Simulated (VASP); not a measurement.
Write the native input for VASP 6.6.1 that does the following.

| Quantity | Value |
| --- | --- |
| Task | single point |
| Functional | PBE |
| Potentials or basis | VASP PAW PBE potentials, release 64 (Gd, O, H, N) |
| Cutoff | 520 eV |
| k mesh | 1 × 1 × 1 |
| Occupations | gaussian, width 0.01 eV |
| Spin | collinear spin, ferromagnetic start |
| Starting moments | [7.0, 0.0, 0.0, 0.0, 0.0, 0.0, 0.0, 0.0, 0.0, 0.0, 0.0] μB |
| Hubbard terms | Gd f U = 5.0 eV |
| Dipole correction | no |
| Further INCAR settings | ALGO = Normal; EDIFF = 1e-06; NBANDS = 38 |

The structure of GdO3H6N (Gd(OH)3(NH3)) lies in POSCAR:

```
GdH6NO3
1.0
   12.8300000000      0.0000000000      0.0000000000
    0.0000000000     12.7700000000      0.0000000000
    0.0000000000      0.0000000000     12.6700000000
Gd O H N
1 3 6 1
Direct
    0.5267552600      0.4773320300      0.5243804300
    0.6083125500      0.5978739200      0.6009700100
    0.4021317200      0.4055450300      0.6038800300
    0.6030249400      0.3937180900      0.4044435700
    0.6489618100      0.6477337500      0.6407892700
    0.3507404500      0.3683860600      0.6451073400
    0.6430491000      0.3523884100      0.3551696900
    0.3680163700      0.6431511400      0.4470015800
    0.4598620400      0.6411910700      0.3561712700
    0.3679220600      0.5511393900      0.3559068700
    0.4157272000      0.5941378200      0.4044893400
```

The input as run:

INCAR

```
ALGO = Normal
EDIFF = 1E-6
ENCUT = 520
GGA = PE
ISIF = 2
ISMEAR = 0
ISPIN = 2
LASPH = True
LCHARG = True
LDAU = True
LDAUJ = 0 0 0 0
LDAUL = 3 -1 -1 -1
LDAUPRINT = 1
LDAUTYPE = 2
LDAUU = 5 0 0 0
LELF = True
LMAXMIX = 6
LORBIT = 11
LREAL = False
LVHAR = True
LWAVE = False
MAGMOM = 7 0 0 0 0 0 0 0 0 0 0
NBANDS = 38
NELM = 150
PREC = Accurate
SIGMA = 0.01
```

KPOINTS

```
k-points
0
Gamma
  1 1 1
```

Potentials or basis: VASP PAW PBE potentials, release 64 (Gd, O, H, N).

Command:

```sh
$ cat potpaw_PBE.64/Gd/POTCAR potpaw_PBE.64/O/POTCAR potpaw_PBE.64/H/POTCAR potpaw_PBE.64/N/POTCAR > POTCAR
$ mpirun -np 1 vasp_gam > vasp.out
```

Results of the run:

```
Largest force                                         : 0.261 eV/Å
Gap between the frontier levels                       : 4.14 eV
Net moment                                            : 7.00 μB per cell
Site moments                                          : Gd +6.83; O -0.01; H -0.00, +0.00; N -0.01 μB
Valence electrons inside the program's atomic spheres : Gd 15.22; O 5.11; H 0.75, 0.71; N 3.96
```

Caveat: spin-orbit coupling is left out, which moves the levels of the heavy elements.

Run time: 21 min on 1 thread of Intel(R) Xeon(R) Platinum 8488C (Sapphire Rapids) (shared host), peak memory 2.2 GiB.
